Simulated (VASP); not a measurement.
Here is a VASP 6.6.1 calculation.

The input INCAR:

```
SYSTEM = CuSi16
PREC = Accurate
ENCUT = 520
EDIFF = 1E-7
ISMEAR = 0
SIGMA = 0.05
LREAL = Auto
LASPH = .TRUE.
NELM = 100
ALGO = Normal
ISIF = 2
LWAVE = .FALSE.
LCHARG = .FALSE.
GGA = PE
NBANDS = 52
NELECT = 74.0
```

The input KPOINTS:

```
Automatic mesh
0
G
  2 2 2
  0 0 0
```

The input POSCAR:

```
CuSi16
1.0
    0.0000000000      5.4300000000      5.4300000000
    5.4300000000      0.0000000000      5.4300000000
    5.4300000000      5.4300000000      0.0000000000
Si Cu
16 1
Direct
    0.0014590224      0.0051903918     -0.0118977140
    0.1184393741      0.1412366047      0.1176949074
   -0.0009007930      0.0010459594      0.5080496744
    0.1437705230      0.1219016142      0.6138000981
   -0.0428060341      0.5087427769      0.0247081821
    0.1181876034      0.6231460810      0.1171982813
   -0.0011348021      0.4928919122      0.5075218441
    0.1120972217      0.6178348872      0.6531752584
    0.4923476312      0.0136068399     -0.0040822873
    0.6288348944      0.1262157266      0.1194595520
    0.5149219779     -0.0040635706      0.4935177566
    0.6270368365      0.1283697076      0.6215601158
    0.4921326670      0.4986443220     -0.0038335778
    0.5854878901      0.6400662766      0.1351658009
    0.4865035051      0.5006641079      0.5126095006
    0.6268458037      0.6235699327      0.6218429089
    0.1611607787      0.7762782297      0.2863723988
```

Potentials or basis: VASP PAW PBE potentials, release 64 (Si, Cu).

The run is started by

```bash
$ cat potpaw_PBE.64/Si/POTCAR potpaw_PBE.64/Cu/POTCAR > POTCAR
$ mpirun -np 1 vasp_std > vasp.out
```

(1) Estimate the largest force.

Answers

(1) 0.025 eV/Å.

Caveat: the k points lie up to 0.50 Å⁻¹ apart; the cell carries a net charge on a neutralising background, which shifts energy and pressure.
